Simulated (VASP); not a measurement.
# SiC (F-43m) in VASP: a series of runs, part 2 of 2

VASP 6.6.1.

### Step 4. Vibrations by perturbation theory, LDA

This run uses another cell than the first one, of 9.74 Å³/atom.

INCAR

```
SYSTEM = SiC
  PREC = Accurate
  ENCUT = 520
  EDIFF = 1E-8
  ISMEAR = 0
  SIGMA = 0.01
  LREAL = .False.
  LASPH = .True.
  NELM = 80
  ALGO = Normal
  ISIF = 2
  LWAVE = .False.
  LCHARG = .False.
  GGA = CA
  IBRION = 8
  NSW = 1
```

KPOINTS

```
regular mesh
0
Gamma
  10 10 10
  0 0 0
```

POSCAR

```
SiC
1.0
    2.1356067320      2.1356067320      0.0000000000
   -2.1356067320      2.1356067320      0.0000000000
    0.0000000000      2.1356067320      2.1356067320
Si C
1 1
Direct
    0.0000000000      0.0000000000      0.0000000000
    0.7500000000      0.2500000000      0.5000000000
```

Potentials or basis: VASP PAW LDA potentials, release 64 (Si, C).

Command:

```
cat potpaw_LDA.64/Si/POTCAR potpaw_LDA.64/C/POTCAR > POTCAR
mpirun -np 1 vasp_std > vasp.out
```

OUTCAR:

```text
SYSTEM = SiC
   PREC = Accurate
   ENCUT = 520
   EDIFF = 1E-8
   ISMEAR = 0
   LREAL = .False.
   LASPH = .True.
   NELM = 80
   ISIF = 2
   GGA = CA
   IBRION = 8
   NSW = 1

 ion  position               nearest neighbor table
   1  0.000  0.000  0.000-   2 1.85   2 1.85   2 1.85   2 1.85
   2  0.750  0.250  0.500-   1 1.85   1 1.85   1 1.85   1 1.85

  LATTYP: Found a face centered cubic cell.
 ALAT       =     4.2712134640

  Lattice vectors:

 A1 = (   0.0000000000,   2.1356067320,   2.1356067320)
 A2 = (   2.1356067320,   0.0000000000,   2.1356067320)
 A3 = (   2.1356067320,   2.1356067320,   0.0000000000)

Analysis of symmetry for initial positions (statically):
=====================================================================
 Subroutine PRICEL returns:
 Original cell was already a primitive cell.

[... 494 lines left out ...]

 INTERNAL STRAIN TENSOR  FOR ION    2  DIRECTION 1   (eV/Angst):
 -----------------------------------------------------------------------------
     0.03404  0.00000  0.00000
     0.00000 -0.01370 10.98827
     0.00000 10.98827 -0.01370

 INTERNAL STRAIN TENSOR FOR ION    2 for displacements in x,y,z  (eV/Angst):
          X           Y           Z          XY          YZ          ZX
  --------------------------------------------------------------------------------
  x     0.00000     0.00000     0.00000     0.00000    10.98827     0.00000
  y     0.00000     0.00000     0.00000     0.00000     0.00000    10.98827
  z     0.00000     0.00000     0.00000    10.98827     0.00000     0.00000

 SECOND DERIVATIVES (NOT SYMMETRIZED)
 ------------------------------------
               1X          1Y          1Z          2X          2Y          2Z
  1X   -21.569509    0.000000   -0.000000   21.569509   -0.000000    0.000000
  1Y    -0.000000  -21.569509    0.000000    0.000000   21.569509   -0.000000
  1Z    -0.000000    0.000000  -21.569509    0.000000   -0.000000   21.569509
  2X    21.569170    0.000000    0.000000  -21.569170    0.000000    0.000000
  2Y     0.000000   21.569170    0.000000    0.000000  -21.569170    0.000000
  2Z     0.000000    0.000000   21.569170    0.000000    0.000000  -21.569170

 Eigenvectors and eigenvalues of the dynamical matrix
 ----------------------------------------------------

   1 f  =   25.031806 THz   157.279478 2PiTHz  834.971186 cm-1   103.523187 meV
             X         Y         Z           dx          dy          dz
      0.000000  0.000000  0.000000     0.547320    0.000000   -0.000000
      1.067803  3.203410  1.067803    -0.836923   -0.000000    0.000000
[... 21 lines left out ...]
   6 f/i=    0.000090 THz     0.000567 2PiTHz    0.003011 cm-1     0.000373 meV
             X         Y         Z           dx          dy          dz
      0.000000  0.000000  0.000000    -0.836923   -0.000000   -0.000000
      1.067803  3.203410  1.067803    -0.547320    0.000000    0.000000

--------------------------------------------------------------------------------------------------------

 ELASTIC MODULI CONTR FROM IONIC RELAXATION (kBar)
 Direction    XX          YY          ZZ          XY          YZ          ZX
 --------------------------------------------------------------------------------
 XX           0.0000      0.0000      0.0000      0.0000      0.0000      0.0000
 YY           0.0000      0.0000      0.0000      0.0000      0.0000      0.0000
 ZZ           0.0000      0.0000      0.0000      0.0000      0.0000      0.0000
 XY           0.0000      0.0000      0.0000   -430.5791     -0.0000      0.0000
 YZ           0.0000      0.0000      0.0000     -0.0000   -430.5791     -0.0000
 ZX           0.0000      0.0000      0.0000      0.0000     -0.0000   -430.5791
 --------------------------------------------------------------------------------
```

stdout:

```text
POSCAR found type information on POSCAR SiC
 POSCAR found :  2 types and       2 ions
 scaLAPACK will be used
 LDA part: xc-table for (Slater(with rela. corr.)+CA(PZ))
 , standard interpolation
 POSCAR, INCAR and KPOINTS ok, starting setup
 FFT: planning ... GRIDC
 FFT: planning ... GRID_SOFT
 FFT: planning ... GRID
 WAVECAR not read
 entering main loop
 Linear response reoptimize wavefunctions to high precision
 Linear response DOF=           2
 Linear response progress:
 first order change of Fermi-energy  -0.20449E-04
 force on displaced ion       1 direction 1 : -21.570  -0.000   0.000
 Linear response progress:
 first order change of Fermi-energy  -0.65425E-03
 force on displaced ion       2 direction 1 : -21.569  -0.000   0.000
 Linear response finished
```

Wall time 71 s (1 thread of Intel Xeon 8259CL, shared host); peak memory 0.18 GiB.

What came out:

```yaml
Highest_phonon_frequency_at_Γ_LO-TO_splitting_left_out: 835 cm⁻¹
```

Phonon frequencies in cm⁻¹ (negative: imaginary):
```csv
q point,frequencies
"(0.000, 0.000, 0.000)",0 0 0 835 835 835
```

Caveat: the cell stands under pressure or tension, which shifts response properties.

### Step 5. Vibrations by perturbation theory, LDA

This run uses another cell than the first one, of 10.14 Å³/atom.

INCAR

```
  PREC = Accurate
  ENCUT = 520
  EDIFF = 1E-8
  ISMEAR = 0
  SIGMA = 0.01
  LREAL = False
  LASPH = True
  NELM = 100
  ALGO = Normal
  ISIF = 2
  LWAVE = False
  LCHARG = False
  GGA = CA
  NBANDS = 11
  IBRION = 8
  NSW = 1
```

KPOINTS

```
regular mesh
0
Gamma
  10 10 10
```

POSCAR

```
SiC
1.0
    2.1644853876      2.1644853876      0.0000000000
   -2.1644853876      2.1644853876      0.0000000000
    0.0000000000      2.1644853876      2.1644853876
Si C
1 1
Direct
    0.0000000000      0.0000000000      0.0000000000
    0.7500000000      0.2500000000      0.5000000000
```

Potentials or basis: VASP PAW LDA potentials, release 64 (Si, C).

Command:

```
cat potpaw_LDA.64/Si/POTCAR potpaw_LDA.64/C/POTCAR > POTCAR
mpirun -np 1 vasp_std > vasp.out
```

OUTCAR:

```text
PREC = Accurate
   ENCUT = 520
   EDIFF = 1E-8
   ISMEAR = 0
   LREAL = False
   LASPH = True
   NELM = 100
   ISIF = 2
   GGA = CA
   IBRION = 8
   NSW = 1

 ion  position               nearest neighbor table
   1  0.000  0.000  0.000-   2 1.87   2 1.87   2 1.87   2 1.87
   2  0.750  0.250  0.500-   1 1.87   1 1.87   1 1.87   1 1.87

  LATTYP: Found a face centered cubic cell.
 ALAT       =     4.3289707752

  Lattice vectors:

 A1 = (   0.0000000000,   2.1644853876,   2.1644853876)
 A2 = (   2.1644853876,   0.0000000000,   2.1644853876)
 A3 = (   2.1644853876,   2.1644853876,   0.0000000000)

Analysis of symmetry for initial positions (statically):
=====================================================================
 Subroutine PRICEL returns:
 Original cell was already a primitive cell.

 Routine SETGRP: Setting up the symmetry group for a
 face centered cubic supercell.
[... 564 lines left out ...]

 INTERNAL STRAIN TENSOR  FOR ION    2  DIRECTION 1   (eV/Angst):
 -----------------------------------------------------------------------------
     0.03312  0.00000  0.00000
     0.00000 -0.01326  8.69136
     0.00000  8.69136 -0.01326

 INTERNAL STRAIN TENSOR FOR ION    2 for displacements in x,y,z  (eV/Angst):
          X           Y           Z          XY          YZ          ZX
  --------------------------------------------------------------------------------
  x     0.00000    -0.00000    -0.00000     0.00000     8.69136     0.00000
  y    -0.00000     0.00000    -0.00000     0.00000     0.00000     8.69136
  z    -0.00000    -0.00000     0.00000     8.69136     0.00000     0.00000

 SECOND DERIVATIVES (NOT SYMMETRIZED)
 ------------------------------------
               1X          1Y          1Z          2X          2Y          2Z
  1X   -19.691765    0.000000   -0.000000   19.691765   -0.000000    0.000000
  1Y    -0.000000  -19.691765    0.000000    0.000000   19.691765   -0.000000
  1Z    -0.000000    0.000000  -19.691765    0.000000   -0.000000   19.691765
  2X    19.689936    0.000000    0.000000  -19.689936    0.000000    0.000000
  2Y     0.000000   19.689936    0.000000    0.000000  -19.689936    0.000000
  2Z     0.000000    0.000000   19.689936    0.000000    0.000000  -19.689936

 Eigenvectors and eigenvalues of the dynamical matrix
 ----------------------------------------------------

   1 f  =   23.916776 THz   150.273539 2PiTHz  797.777791 cm-1    98.911795 meV
             X         Y         Z           dx          dy          dz
      0.000000  0.000000  0.000000    -0.000000   -0.547335   -0.000000
      1.082243  3.246728  1.082243    -0.000000    0.836914    0.000000
[... 21 lines left out ...]
   6 f/i=    0.000509 THz     0.003198 2PiTHz    0.016976 cm-1     0.002105 meV
             X         Y         Z           dx          dy          dz
      0.000000  0.000000  0.000000    -0.362222   -0.754466   -0.000000
      1.082243  3.246728  1.082243    -0.236891   -0.493415    0.000000

--------------------------------------------------------------------------------------------------------

 ELASTIC MODULI CONTR FROM IONIC RELAXATION (kBar)
 Direction    XX          YY          ZZ          XY          YZ          ZX
 --------------------------------------------------------------------------------
 XX          -0.0000     -0.0000     -0.0000      0.0000     -0.0000      0.0000
 YY          -0.0000     -0.0000     -0.0000      0.0000      0.0000     -0.0000
 ZZ          -0.0000     -0.0000     -0.0000     -0.0000      0.0000      0.0000
 XY           0.0000      0.0000     -0.0000   -279.4130      0.0000     -0.0000
 YZ          -0.0000      0.0000      0.0000      0.0000   -279.4130      0.0000
 ZX           0.0000     -0.0000      0.0000      0.0000      0.0000   -279.4130
 --------------------------------------------------------------------------------
```

OSZICAR:

```text
N       E                     dE             d eps       ncg     rms          rms(c)
DAV:   1     0.151852503112E+01    0.15185E+01   -0.37854E+03  1077   0.602E+02
DAV:   2    -0.181692454474E+02   -0.19688E+02   -0.18844E+02  1313   0.111E+02
DAV:   3    -0.187365049371E+02   -0.56726E+00   -0.56642E+00  1274   0.154E+01
DAV:   4    -0.187388091613E+02   -0.23042E-02   -0.23041E-02  1179   0.126E+00
[... 36 lines left out ...]
RMM:   7    -0.124567707484E+00    0.43145E-05   -0.35463E-07  6381   0.407E-04    0.880E-05
RMM:   8    -0.124568218431E+00   -0.51095E-06    0.21434E-08  6391   0.757E-05    0.302E-05
RMM:   9    -0.124568168969E+00    0.49462E-07    0.52019E-08  6681   0.217E-05    0.298E-06
RMM:  10    -0.124568184200E+00   -0.15231E-07    0.36197E-08  6337   0.462E-06    0.170E-06
RMM:  11    -0.124568184358E+00   -0.15810E-09    0.34458E-08  5526   0.298E-06    0.138E-07
 Linear response finished
```

Run time: 96 s. Hardware: 1 thread of Intel Xeon 8259CL, shared host; peak memory 0.2 GiB.

Results:

```
Highest phonon frequency at Γ, LO-TO splitting left out : 798 cm⁻¹
```

Phonon frequencies in cm⁻¹ (negative: imaginary):
```
              q point        frequencies
(0.000, 0.000, 0.000)  0 0 0 798 798 798
```

### Step 6. Vibrations by perturbation theory, LDA

This run uses another cell than the first one, of 10.06 Å³/atom.

INCAR

```
ALGO = Normal
EDIFF = 1E-8
ENCUT = 520
GGA = CA
IBRION = 8
ISIF = 2
ISMEAR = 0
LASPH = True
LCHARG = False
LREAL = False
LWAVE = False
NBANDS = 11
NELM = 60
NSW = 1
PREC = Accurate
SIGMA = 0.01
```

KPOINTS

```
k-points
0
Gamma
  10 10 10
```

POSCAR

```
SiC
1.0
    2.1583776627      2.1583776627      0.0000000000
   -2.1583776627      2.1583776627      0.0000000000
    0.0000000000      2.1583776627      2.1583776627
Si C
1 1
Direct
    0.0000000000      0.0000000000      0.0000000000
    0.7500000000      0.2500000000      0.5000000000
```

Potentials or basis: VASP PAW LDA potentials, release 64 (Si, C).

Command:

```
cat potpaw_LDA.64/Si/POTCAR potpaw_LDA.64/C/POTCAR > POTCAR
mpirun -np 1 vasp_std > vasp.out
```

OUTCAR:

```text
EDIFF = 1E-8
   ENCUT = 520
   GGA = CA
   IBRION = 8
   ISIF = 2
   ISMEAR = 0
   LASPH = True
   LREAL = False
   NELM = 60
   NSW = 1
   PREC = Accurate

 ion  position               nearest neighbor table
   1  0.000  0.000  0.000-   2 1.87   2 1.87   2 1.87   2 1.87
   2  0.750  0.250  0.500-   1 1.87   1 1.87   1 1.87   1 1.87

  LATTYP: Found a face centered cubic cell.
 ALAT       =     4.3167553254

  Lattice vectors:

 A1 = (   0.0000000000,   2.1583776627,   2.1583776627)
 A2 = (   2.1583776627,   0.0000000000,   2.1583776627)
 A3 = (   2.1583776627,   2.1583776627,   0.0000000000)

Analysis of symmetry for initial positions (statically):
=====================================================================
 Subroutine PRICEL returns:
 Original cell was already a primitive cell.

 Routine SETGRP: Setting up the symmetry group for a
 face centered cubic supercell.

 Subroutine GETGRP returns: Found 24 space group operations
 (whereof 24 operations were pure point group operations)
 out of a pool of 48 trial point group operations.

The static configuration has the point symmetry T_d .

Analysis of symmetry for dynamics (positions and initial velocities):
=====================================================================
 Subroutine PRICEL returns:
 Original cell was already a primitive cell.

 Routine SETGRP: Setting up the symmetry group for a
 face centered cubic supercell.

 Subroutine GETGRP returns: Found 24 space group operations
 (whereof 24 operations were pure point group operations)
[... 520 lines left out ...]
 -----------------------------------------------------------------------------------
    total drift:                               -0.000000      0.000000     -0.000000

  FREE ENERGIE OF THE ION-ELECTRON SYSTEM (eV)
  ---------------------------------------------------
  free  energy   TOTEN  =       -16.6409333020 eV

  energy  without entropy=      -16.6409333020  energy(sigma->0) =      -16.64093330

[... ionic steps 2 to 3 ...]

--------------------------------------- Ionic step        4  -------------------------------------------

------------------------ aborting loop because EDIFF is reached ----------------------------------------

[... ionic steps 5 to 6 ...]

--------------------------------------- Ionic step        7  -------------------------------------------

 Free energy of the ion-electron system (eV)
  ---------------------------------------------------
  ---------------------------------------------------
  free energy    TOTEN  =        -0.12487508 eV

  energy without entropy =       -0.12487508

------------------------ aborting loop because EDIFF is reached ----------------------------------------

 INTERNAL STRAIN TENSOR  FOR ION    2  DIRECTION 1   (eV/Angst):
 -----------------------------------------------------------------------------
     0.03344  0.00000  0.00000
     0.00000 -0.01341  9.15891
     0.00000  9.15891 -0.01341

 INTERNAL STRAIN TENSOR FOR ION    2 for displacements in x,y,z  (eV/Angst):
          X           Y           Z          XY          YZ          ZX
  --------------------------------------------------------------------------------
  x     0.00000     0.00000     0.00000     0.00000     9.15891     0.00000
  y     0.00000     0.00000     0.00000     0.00000     0.00000     9.15891
  z     0.00000     0.00000     0.00000     9.15891     0.00000     0.00000

 SECOND DERIVATIVES (NOT SYMMETRIZED)
 ------------------------------------
               1X          1Y          1Z          2X          2Y          2Z
  1X   -20.072229   -0.000000    0.000000   20.072229    0.000000   -0.000000
  1Y     0.000000  -20.072229   -0.000000   -0.000000   20.072229    0.000000
  1Z     0.000000   -0.000000  -20.072229   -0.000000    0.000000   20.072229
  2X    20.071854    0.000000   -0.000000  -20.071854   -0.000000    0.000000
  2Y    -0.000000   20.071854    0.000000    0.000000  -20.071854   -0.000000
  2Z    -0.000000    0.000000   20.071854    0.000000   -0.000000  -20.071854

 Eigenvectors and eigenvalues of the dynamical matrix
 ----------------------------------------------------

   1 f  =   24.147346 THz   151.722253 2PiTHz  805.468777 cm-1    99.865356 meV
             X         Y         Z           dx          dy          dz
      0.000000  0.000000  0.000000     0.547321    0.000000    0.000000
      1.079189  3.237566  1.079189    -0.836923   -0.000000    0.000000
[... 21 lines left out ...]
   6 f/i=    0.000103 THz     0.000649 2PiTHz    0.003444 cm-1     0.000427 meV
             X         Y         Z           dx          dy          dz
      0.000000  0.000000  0.000000    -0.836923   -0.000000    0.000000
      1.079189  3.237566  1.079189    -0.547321    0.000000    0.000000

--------------------------------------------------------------------------------------------------------

 ELASTIC MODULI CONTR FROM IONIC RELAXATION (kBar)
 Direction    XX          YY          ZZ          XY          YZ          ZX
 --------------------------------------------------------------------------------
 XX          -0.0000     -0.0000     -0.0000     -0.0000     -0.0000     -0.0000
 YY          -0.0000     -0.0000      0.0000     -0.0000     -0.0000     -0.0000
 ZZ          -0.0000      0.0000     -0.0000     -0.0000     -0.0000      0.0000
 XY          -0.0000     -0.0000     -0.0000   -308.0487     -0.0000      0.0000
 YZ          -0.0000     -0.0000     -0.0000     -0.0000   -308.0487     -0.0000
 ZX          -0.0000     -0.0000      0.0000      0.0000     -0.0000   -308.0487
 --------------------------------------------------------------------------------
```

Wall time 98 s (1 thread of Intel Xeon 8259CL, shared host); peak memory 0.2 GiB.

What came out:

```yaml
Highest_phonon_frequency_at_Γ_LO-TO_splitting_left_out: 805 cm⁻¹
```

Phonon frequencies in cm⁻¹ (negative: imaginary):
| q point | frequencies |
| --- | --- |
| (0.000, 0.000, 0.000) | 0 0 0 805 805 805 |

Caveat: the cell stands under pressure or tension, which shifts response properties.
